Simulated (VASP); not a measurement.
# TaTe (Pm-3m) in VASP: a series of runs

Runs on TaTe. Level: PBE. Tasks: single point, relaxation of cell and atoms.

All numbers are computed with VASP 6.6.1; they aren't measurements. Logs are shortened: lines on timing, memory, paths and dates and some standing lists are left out, and cuts for length are marked.

## (1) The cell of the first run

Symmetry: Pm-3m, No. 221, cubic system. Conventional cell: a = 3.353 Å, b = 3.353 Å, c = 3.353 Å, α = 90.00°, β = 90.00°, γ = 90.00°. Ta (site symmetry m-3m) has 8 Te at 2.90 Å and 6 Ta at 3.35 Å within 3.8 Å. Te (site symmetry m-3m) has 8 Ta at 2.90 Å and 6 Te at 3.35 Å within 3.8 Å.

## (2) Single point, PBE

INCAR

```
SYSTEM = TaTe
ALGO = Normal ; EDIFF = 1E-6
ENCUT = 520 ; GGA = PE
ISIF = 2 ; ISMEAR = -1
LASPH = .TRUE. ; LCHARG = .FALSE.
LREAL = .FALSE. ; LWAVE = .FALSE.
NBANDS = 16 ; NELM = 80
PREC = Accurate ; SIGMA = 0.05
```

KPOINTS

```
k-points
0
G
  8 8 8
  0 0 0
```

POSCAR

```
TaTe
1.0
    3.3529141485      0.0000000000      0.0000000000
    0.0000000000      3.3529141485      0.0000000000
    0.0000000000      0.0000000000      3.3529141485
Ta Te
1 1
Direct
    0.5000000000      0.5000000000      0.5000000000
    0.0000000000      0.0000000000      0.0000000000
```

Potentials or basis: VASP PAW PBE potentials, release 64 (Ta_pv, Te).

The run is started by

```
> cat potpaw_PBE.64/Ta_pv/POTCAR potpaw_PBE.64/Te/POTCAR > POTCAR
> mpirun -np 1 vasp_std > vasp.out
```

OUTCAR:

```text
SYSTEM = TaTe
   EDIFF = 1E-6
   ENCUT = 520
   GGA = PE
   ISIF = 2
   ISMEAR = -1
   LASPH = .TRUE.
   LREAL = .FALSE.
   NELM = 80
   PREC = Accurate

 ion  position               nearest neighbor table
   1  0.500  0.500  0.500-   2 2.90   2 2.90   2 2.90   2 2.90   2 2.90   2 2.90   2 2.90   2 2.90

   2  0.000  0.000  0.000-   1 2.90   1 2.90   1 2.90   1 2.90   1 2.90   1 2.90   1 2.90   1 2.90

  LATTYP: Found a simple cubic cell.
 ALAT       =     3.3529141485

  Lattice vectors:

 A1 = (   3.3529141485,   0.0000000000,   0.0000000000)
 A2 = (   0.0000000000,   3.3529141485,   0.0000000000)
 A3 = (   0.0000000000,   0.0000000000,   3.3529141485)

Analysis of symmetry for initial positions (statically):
=====================================================================
 Subroutine PRICEL returns:
 Original cell was already a primitive cell.

 Routine SETGRP: Setting up the symmetry group for a
 simple cubic supercell.

 Subroutine GETGRP returns: Found 48 space group operations
 (whereof 48 operations were pure point group operations)
 out of a pool of 48 trial point group operations.

The static configuration has the point symmetry O_h .

Analysis of symmetry for dynamics (positions and initial velocities):
=====================================================================
 Subroutine PRICEL returns:
 Original cell was already a primitive cell.

 Routine SETGRP: Setting up the symmetry group for a
 simple cubic supercell.

 Subroutine GETGRP returns: Found 48 space group operations
 (whereof 48 operations were pure point group operations)
 out of a pool of 48 trial point group operations.

The dynamic configuration has the point symmetry O_h .

 Subroutine INISYM returns: Found 48 space group operations
 (whereof 48 operations are pure point group operations),
 and found     1 'primitive' translations

----------------------------------------------------------------------------------------

                                     Primitive cell

  volume of cell :      37.6936

  direct lattice vectors                    reciprocal lattice vectors
     3.352914149  0.000000000  0.000000000     0.298248018  0.000000000  0.000000000
     0.000000000  3.352914149  0.000000000     0.000000000  0.298248018  0.000000000
     0.000000000  0.000000000  3.352914149     0.000000000  0.000000000  0.298248018

  length of vectors
     3.352914149  3.352914149  3.352914149     0.298248018  0.298248018  0.298248018

  position of ions in fractional coordinates (direct lattice)
     0.500000000  0.500000000  0.500000000
     0.000000000  0.000000000  0.000000000

  ion indices of the primitive-cell ions
   primitive index   ion index
                 1           1
                 2           2

----------------------------------------------------------------------------------------

 KPOINTS: k-points

Automatic generation of k-mesh.
 Grid dimensions read from file:
 generate k-points for:    8    8    8

 Generating k-lattice:

  Cartesian coordinates                     Fractional coordinates (reciprocal lattice)
     0.037281002  0.000000000  0.000000000     0.125000000  0.000000000  0.000000000
     0.000000000  0.037281002  0.000000000     0.000000000  0.125000000  0.000000000
     0.000000000  0.000000000  0.037281002     0.000000000  0.000000000  0.125000000

  Length of vectors
     0.037281002  0.037281002  0.037281002

  Shift w.r.t. Gamma in fractional coordinates (k-lattice)
     0.000000000  0.000000000  0.000000000

 Subroutine IBZKPT returns following result:
 ===========================================

 Found     35 irreducible k-points:

 Following reciprocal coordinates:
            Coordinates               Weight
  0.000000  0.000000  0.000000      1.000000
  0.125000  0.000000  0.000000      6.000000
  0.250000  0.000000  0.000000      6.000000
  0.375000  0.000000  0.000000      6.000000
  0.500000  0.000000  0.000000      3.000000
  0.125000  0.125000  0.000000     12.000000
[... 16 lines left out ...]
  0.375000  0.375000  0.125000     24.000000
  0.500000  0.375000  0.125000     24.000000
 [... further k-points ...]
   k-points           NKPTS =     35   k-points in BZ     NKDIM =     35   number of bands    NBANDS=     16
   number of dos      NEDOS =    301   number of ions     NIONS =      2
   total plane-waves  NPLWV =  21952
   dimension x,y,z NGX =    28 NGY =   28 NGZ =   28
   dimension x,y,z NGXF=    56 NGYF=   56 NGZF=   56
   ions per type =               1   1
   NGX,Y,Z   is equivalent  to a cutoff of  13.88, 13.88, 13.88 a.u.
   NGXF,Y,Z  is equivalent  to a cutoff of  27.77, 27.77, 27.77 a.u.
 SYSTEM =  TaTe
   PREC   = accura    normal or accurate (medium, high low for compatibility)
   ISTART =      0    job   : 0-new  1-cont  2-samecut
   ICHARG =      2    charge: 1-file 2-atom 10-const
   ISPIN  =      1    spin polarized calculation?
   LNONCOLLINEAR =      F non collinear calculations
   LSORBIT =      F    spin-orbit coupling
   LASPH  =      T    aspherical Exc in radial PAW
   ENCUT  =  520.0 eV  38.22 Ry    6.18 a.u.   6.23  6.23  6.23*2*pi/ulx,y,z
   NELM   =     80;   NELMIN=  2; NELMDL= -5     # of ELM steps
   EDIFF  = 0.1E-05   stopping-criterion for ELM
   LREAL  =      F    real-space projection
   EDIFFG = 0.1E-04   stopping-criterion for IOM
   NSW    =      0    number of steps for IOM
   IBRION =     -1    ionic relax: 0-MD 1-quasi-New 2-CG
   NFREE  =      0    steps in history (QN), initial steepest desc. (CG)
   ISIF   =      2    stress and relaxation
   ISYM   =      2    0-nonsym 1-usesym 2-fastsym
   POTIM  = 0.5000    time-step for ionic-motion
   TEBEG  =    0.0;   TEEND  =   0.0 temperature during run
   PSTRESS=    0.0 pullay stress
   NELECT =      17.0000    total number of electrons
   NUPDOWN=      -1.0000    fix difference up-down
   EMIN   =  10.00;   EMAX   =-10.00  energy-range for DOS
   EFERMI =   0.00;   METHOD = LEGACY
   ISMEAR =    -1;   SIGMA  =   0.05  broadening in eV -4-tet -1-fermi 0-gaus
   EFERMI_NEDOS =   21; number of points for ismear=-14 and -15
   IALGO  =     38    algorithm
   IMIX   =      4    mixing-type and parameters
     AMIX     =   0.40;   BMIX     =  1.00
     AMIX_MAG =   1.60;   BMIX_MAG =  1.00
  volume/ion in A,a.u.               =      18.85       127.18
  Fermi-wavevector in a.u.,A,eV,Ry     =   1.255458  2.372471 21.445145  1.576174
  Thomas-Fermi vector in A             =   2.389213
   LORBIT       =      0    0 simple, 1 ext, 2 COOP (PROOUT), +10 PAW based schemes
   GGA     = PE    functional components
   LHFCALC =     F    Hartree Fock is set to
   AEXX    =    0.0000 exact exchange contribution
   IVDW    =     0    specifies the selected vdW correction
   LEPSILON=     F    determine dielectric tensor
   LRPA    =     F    only Hartree local field effects (RPA)
 non-spin polarized calculation
  energy-cutoff  :      520.00
  volume of cell :       37.69
 maximum number of plane-waves:      1064
 NGX is ok and might be reduce to    28
   NGX = 13   NGY = 13   NGZ = 13

 number of electron      16.9999997 magnetization

 Free energy of the ion-electron system (eV)
  ---------------------------------------------------
  ext. energy  EPLUGINS =         0.00000000
  ---------------------------------------------------
  free energy    TOTEN  =       -14.46884881 eV

  energy without entropy =      -14.44274106  energy(sigma->0) =      -14.45579494

 E-fermi :  10.4829     XC(G=0): -12.1937

 val. band max:       10.4825487739   @ k =   0.5000   0.5000   0.3750
 cond. band min:      10.5119306135   @ k =   0.3750   0.3750   0.2500
 fundamental gap:      0.0293818396
 Fermi energy:        10.4829258841

 k-point     1 :       0.0000    0.0000    0.0000
  band No.  band energies     occupation
      1     -24.3173      2.00000
      2     -24.3173      2.00000
      3     -24.3173      2.00000
      4      -4.8401      2.00000
      5       7.4143      2.00000
      6       7.4143      2.00000
[... 8 lines left out ...]
     15      19.2770      0.00000
     16      22.9331      0.00000

 k-point     2 :       0.1250    0.0000    0.0000
  band No.  band energies     occupation
      1     -24.3469      2.00000
      2     -24.3142      2.00000
      3     -24.3142      2.00000
      4      -4.6200      2.00000
      5       6.3370      2.00000
      6       7.5203      2.00000
[... 8 lines left out ...]
     15      19.8071      0.00000
     16      23.0417      0.00000

 k-point     3 :       0.2500    0.0000    0.0000
  band No.  band energies     occupation
      1     -24.4178      2.00000
      2     -24.3067      2.00000
      3     -24.3067      2.00000
      4      -4.0002      2.00000
      5       4.2327      2.00000
      6       7.8025      2.00000
[... 8 lines left out ...]
     15      21.3636      0.00000
     16      21.3636      0.00000

 k-point     4 :       0.3750    0.0000    0.0000
  band No.  band energies     occupation
      1     -24.4876      2.00000
      2     -24.2992      2.00000
      3     -24.2992      2.00000
      4      -3.1508      2.00000
      5       2.3351      2.00000
      6       7.5652      2.00000
[... 8 lines left out ...]
     15      19.2039      0.00000
     16      19.2039      0.00000

 k-point     5 :       0.5000    0.0000    0.0000
  band No.  band energies     occupation
      1     -24.5162      2.00000
      2     -24.2961      2.00000
      3     -24.2961      2.00000
      4      -2.6427      2.00000
      5       1.4632      2.00000
      6       7.3850      2.00000
[... 8 lines left out ...]
     15      17.7580      0.00000
     16      17.7580      0.00000

 k-point     6 :       0.1250    0.1250    0.0000
  band No.  band energies     occupation
      1     -24.3454      2.00000
      2     -24.3418      2.00000
      3     -24.3112      2.00000
      4      -4.4095      2.00000
      5       6.4064      2.00000
      6       6.4567      2.00000
[... 8 lines left out ...]
     15      19.4082      0.00000
     16      22.1738      0.00000

 k-point     7 :       0.2500    0.1250    0.0000
  band No.  band energies     occupation
      1     -24.4140      2.00000
      2     -24.3355      2.00000
      3     -24.3041      2.00000
      4      -3.8204      2.00000
      5       4.3593      2.00000
      6       6.6487      2.00000
[... 8 lines left out ...]
     15      19.7960      0.00000
     16      21.0234      0.00000

 k-point     8 :       0.3750    0.1250    0.0000
  band No.  band energies     occupation
      1     -24.4832      2.00000
      2     -24.3275      2.00000
      3     -24.2970      2.00000
      4      -3.0266      2.00000
      5       2.5511      2.00000
      6       6.7977      2.00000
[... 8 lines left out ...]
     15      18.1277      0.00000
     16      19.3296      0.00000

 k-point     9 :       0.5000    0.1250    0.0000
  band No.  band energies     occupation
      1     -24.5116      2.00000
      2     -24.3241      2.00000
      3     -24.2941      2.00000
      4      -2.5660      2.00000
      5       1.7393      2.00000
      6       6.8316      2.00000
[... 8 lines left out ...]
     15      18.0652      0.00000
     16      18.5354      0.00000
[... 172 lines left out ...]
 k-point    19 :       0.5000    0.1250    0.1250
  band No.  band energies     occupation
      1     -24.5069      2.00000
      2     -24.3238      2.00000
      3     -24.3196      2.00000
      4      -2.4764      2.00000
      5       1.9952      2.00000
      6       6.4662      2.00000
[... 8 lines left out ...]
     15      17.8077      0.00000
     16      17.8337      0.00000

 k-point    20 :       0.2500    0.2500    0.1250
  band No.  band energies     occupation
      1     -24.4046      2.00000
      2     -24.3973      2.00000
      3     -24.3255      2.00000
      4      -3.1693      2.00000
      5       4.6048      2.00000
      6       5.2833      2.00000
[... 8 lines left out ...]
     15      20.0441      0.00000
     16      20.2200      0.00000

 k-point    21 :       0.3750    0.2500    0.1250
  band No.  band energies     occupation
      1     -24.4682      2.00000
      2     -24.3917      2.00000
      3     -24.3186      2.00000
      4      -2.5610      2.00000
      5       3.3286      2.00000
      6       5.3981      2.00000
[... 8 lines left out ...]
     15      18.7521      0.00000
     16      20.7887      0.00000

 k-point    22 :       0.5000    0.2500    0.1250
  band No.  band energies     occupation
      1     -24.4958      2.00000
      2     -24.3879      2.00000
      3     -24.3157      2.00000
      4      -2.2380      2.00000
      5       2.7003      2.00000
      6       5.4964      2.00000
[... 8 lines left out ...]
     15      18.7293      0.00000
     16      19.9634      0.00000

 k-point    23 :       0.3750    0.3750    0.1250
  band No.  band energies     occupation
      1     -24.4593      2.00000
      2     -24.4558      2.00000
      3     -24.3124      2.00000
      4      -2.1558      2.00000
      5       3.8381      2.00000
      6       4.4758      2.00000
[... 8 lines left out ...]
     15      19.6163      0.00000
     16      20.4587      0.00000

 k-point    24 :       0.5000    0.3750    0.1250
  band No.  band energies     occupation
      1     -24.4845      2.00000
      2     -24.4531      2.00000
      3     -24.3099      2.00000
      4      -1.9581      2.00000
      5       3.6377      2.00000
      6       4.5702      2.00000
[... 8 lines left out ...]
     15      19.2458      0.00000
     16      21.4237      0.00000

 [... further k-points ...]
[... 5 lines left out ...]
  --------------------------------------------------------------------------------------
  -------------------------------------------------------------------------------------
  Total        2.3688419      2.3688419      2.3688419     -0.0000000     -0.0000000     -0.0000000
  in kB      100.6883806    100.6883806    100.6883806     -0.0000000     -0.0000000     -0.0000000
  external PRESSURE =     100.6883806 kB  Pullay stress =       0.0000000 kB

 VOLUME and BASIS-vectors are now :
 -----------------------------------------------------------------------------
  energy-cutoff  :      520.00
  volume of cell :       37.69
      direct lattice vectors                 reciprocal lattice vectors
     3.352914149  0.000000000  0.000000000     0.298248018  0.000000000  0.000000000
     0.000000000  3.352914149  0.000000000     0.000000000  0.298248018  0.000000000
     0.000000000  0.000000000  3.352914149     0.000000000  0.000000000  0.298248018

 POSITION                                       TOTAL-FORCE (eV/Angst)
 -----------------------------------------------------------------------------------
      1.67646      1.67646      1.67646         0.000000      0.000000      0.000000
      0.00000      0.00000      0.00000         0.000000      0.000000      0.000000
 -----------------------------------------------------------------------------------
    total drift:                                0.000000      0.000000      0.000000

  FREE ENERGIE OF THE ION-ELECTRON SYSTEM (eV)
  ---------------------------------------------------
  free  energy   TOTEN  =       -14.4688488145 eV

  energy  without entropy=      -14.4427410642  energy(sigma->0) =      -14.45579494
```

Run time: 18 s. Hardware: 1 thread of Intel Xeon Platinum 8488C (Sapphire Rapids), shared host; peak memory 0.16 GiB.

Results:

- Free energy: -14.4688 eV
- Pressure: 10.1 GPa

Levels at points of the mesh, in eV from the Fermi level:
```
           k point  band 6  band 7  band 8  band 9  band 10  band 11  band 12  band 13
(0.00, 0.00, 0.00)   -3.07   -1.40   -1.40   -1.40     1.52     1.52     1.52     2.74
(0.50, 0.00, 0.00)   -3.10   -3.10   -2.19    1.71     2.98     4.33     5.50     5.79
(0.50, 0.50, 0.00)   -6.13   -3.58   -0.30   -0.30     0.68     1.77     3.41     3.90
(0.50, 0.50, 0.50)   -7.09   -7.09    1.60    1.60     1.60     3.57     3.57     5.00
```

Caveat: spin-orbit coupling is left out, which moves the levels of the heavy elements.

(Part 1 of 2 ends here.)
